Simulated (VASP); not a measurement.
A run of VASP 6.6.1 is set up as follows.

File INCAR:

```
ALGO = Normal
EDIFF = 1E-6
ENCUT = 500
GGA = CA
GGA_COMPAT = F
ISIF = 2
ISMEAR = 0
LASPH = T
LCHARG = F
LREAL = F
LWAVE = F
NBANDS = 15
NELM = 120
PREC = Accurate
SIGMA = 0.02
```

KPOINTS

```
k-points
0
Gamma
  6 6 6
```

The input POSCAR:

```
KCl
1.0
    0.0000000000      3.0382223081      3.0382223081
    3.0382223081      0.0000000000      3.0382223081
    3.0382223081      3.0382223081      0.0000000000
K Cl
1 1
Direct
    0.0000000000      0.0000000000      0.0000000000
    0.5000000000      0.5000000000      0.5000000000
```

Potentials or basis: VASP PAW LDA potentials, release 64 (K_sv, Cl).

Run with:

```sh
$ cat potpaw_LDA.64/K_sv/POTCAR potpaw_LDA.64/Cl/POTCAR > POTCAR
$ mpirun -np 1 vasp_std > vasp.out
```

What does it give for the pressure?

0.1 GPa.

What does it give for the band gap on the k mesh?

5.12 eV.
